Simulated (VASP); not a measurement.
A run of VASP 6.6.1:

Contents of POSCAR:

```
TiAl
1.0
    3.0886646098      0.0000000000      0.0000000000
   -1.5443323049      2.6748620158      0.0000000000
    0.0000000000      0.0000000000      4.0314497192
Ti Al
1 1
Direct
    0.0000000000      0.0000000000      0.0000000000
    0.3333333333      0.6666666667      0.5000000000
```

The input INCAR.step1:

```
SYSTEM = TiAl
PREC     = Accurate       ! precision mode
ENCUT    = 520            ! plane-wave cutoff, eV
ISMEAR   = 0              ! smearing method
SIGMA    = 0.15           ! smearing width, eV
LREAL    = .False.        ! projectors in reciprocal space
LASPH    = .True.         ! aspherical terms in the spheres
NELM     = 60             ! most SCF steps
NBANDS   = 14             ! bands
GGA      = PE             ! functional
ALGO     = Normal         ! electronic algorithm
EDIFF    = 1E-4           ! SCF threshold, eV
LWAVE    = .True.         ! write WAVECAR
LCHARG   = .False.        ! write CHGCAR
```

File INCAR.step2:

```
SYSTEM = TiAl
PREC     = Accurate       ! precision mode
ENCUT    = 520            ! plane-wave cutoff, eV
EDIFF    = 1E-6           ! SCF threshold, eV
ISMEAR   = 0              ! smearing method
SIGMA    = 0.15           ! smearing width, eV
LREAL    = .False.        ! projectors in reciprocal space
LASPH    = .True.         ! aspherical terms in the spheres
NELM     = 60             ! most SCF steps
ALGO     = Normal         ! electronic algorithm
ISIF     = 2              ! what is computed and relaxed
LWAVE    = .False.        ! write WAVECAR
LCHARG   = .True.         ! write CHGCAR
METAGGA  = R2SCAN         ! meta-GGA
LMIXTAU  = .True.       
LELF     = .True.         ! ELF
LVHAR    = .True.       
NBANDS   = 14             ! bands
ISTART   = 1
```

The input KPOINTS:

```
Automatic mesh
0
Gamma
  24 24 12
  0 0 0
```

Potentials or basis: VASP PAW PBE potentials, release 64 (Ti_sv, Al).

The run is started by

```console
$ cat potpaw_PBE.64/Ti_sv/POTCAR potpaw_PBE.64/Al/POTCAR > POTCAR
$ cp INCAR.step1 INCAR
$ mpirun -np 1 vasp_std > vasp.out
$ cp INCAR.step2 INCAR
$ mpirun -np 1 vasp_std > vasp.out
```

Hardware: 1 thread of AMD EPYC 7R13 Processor (Zen 3) (shared host).

Problem. How long does it take, and how much memory?

Solution. Wall time 12 min on 1 thread of AMD EPYC 7R13 Processor (Zen 3), on a shared host, peak memory 0.29 GiB. Counts: k points 427.
